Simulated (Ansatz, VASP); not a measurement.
**Ni: VASP beside Ansatz**

Contents of INCAR:

```
SYSTEM = Ni
PREC = Accurate ; ENCUT = 520
EDIFF = 1E-8 ; ISMEAR = -1
SIGMA = 0.05 ; LREAL = .False.
LASPH = .True. ; NELM = 150
ALGO = Normal ; ISIF = 2
LWAVE = .False. ; LCHARG = .False.
ISPIN = 2 ; MAGMOM = 1.5
LORBIT = 11 ; LMAXMIX = 4
LEFG = .True. ; NBANDS = 15
```

File KPOINTS:

```
regular mesh
0
Gamma
  20 20 20
  0 0 0
```

POSCAR

```
Ni
1.0
    0.0000000000      1.7738236312      1.7738236312
    1.7738236312      0.0000000000      1.7738236312
    1.7738236312      1.7738236312      0.0000000000
Ni
1
Direct
    0.0000000000      0.0000000000      0.0000000000
```

Input for Ansatz:

```yaml
crystal:
  lattice:
    - [0.0, 1.7738236312, 1.7738236312]
    - [1.7738236312, 0.0, 1.7738236312]
    - [1.7738236312, 1.7738236312, 0.0]
  atoms:
    - { symbol: Ni, position: [0.0, 0.0, 0.0], spin: 1.5 }
magnetization:
  spin_polarized: true
kpoints:
  mp_grid: { grid: [20, 20, 20] }
scf:
  occupations: { method: fermi_dirac, width: 0.05 }
hamiltonian:
  xc: lda
  pseudopotentials: { kind: all_electron, datasets: crystal }
output:
  forces: true
  stress: true
  eigenvalues: true
  efg: { contact_densities: true }
```

Change from the starting cell: volume scaled by 1.01, crystal datasets.

Alike in both runs: task electric field gradients; functional LDA; k mesh 20 × 20 × 20; occupations fermi-dirac, width 0.05 eV; collinear spin.

|  | VASP | Ansatz |
| --- | --- | --- |
| version | VASP 6.6.1 | Ansatz 0.2.0 |
| potentials or method | VASP PAW LDA potentials, release 64 (Ni), cutoff 520 eV | all-electron PAW with datasets made for the crystal, scalar-relativistic |

```tsv
	VASP	Ansatz	Ansatz less VASP
pressure (GPa)	-20.7	-21.0	-0.28
net moment per atom (μB)	0.61	0.63	+0.016
size of the moment on the site where the two differ most (μB)	0.62	0.66	+0.039
```

LDA's correlation is that of Perdew and Zunger in VASP and of Perdew and Wang (1992) in Ansatz. Site moments also hang on the region over which each program counts them. Ansatz ran all-electron here, and VASP with PAW potentials. Ansatz's warnings: printed levels off.
